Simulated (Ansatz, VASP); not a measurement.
**One calculation of Cl, two programs**

```
Cl
1.0
    12.00000    0.00000    0.00000
     0.00000   12.20000    0.00000
     0.00000    0.00000   12.40000
Cl
2
Cartesian
  6.0000 6.1000 5.2049
  6.0000 6.1000 7.1951
```

Alike in both runs: functional r2SCAN; k mesh 1 × 1 × 1; occupations gaussian, width 0.01 eV; no spin polarisation.

Ansatz relaxed the structure, and its values are those at the end. VASP's run is a single point on that final structure, the one shown.

|  | VASP | Ansatz |
| --- | --- | --- |
| version | VASP 6.6.1 | Ansatz 0.2.0 |
| potentials or method | VASP PAW PBE potentials, release 64 (Cl), cutoff 440 eV | scalar-relativistic, plane waves, PAW |
| valence electrons in the cell | 14 | 14 |

```csv
,VASP,Ansatz,Ansatz less VASP
gap on the k mesh at the Fermi level (eV),3.49,3.46,-0.028
rms of the force components (eV/Å),0.117,0.002,-0.1152
```

VASP's potentials were made for PBE, not for r2SCAN. One of these differences is far larger than is usual between the two programs; its cause wasn't traced. Ansatz's warnings: stress scf threshold loose.
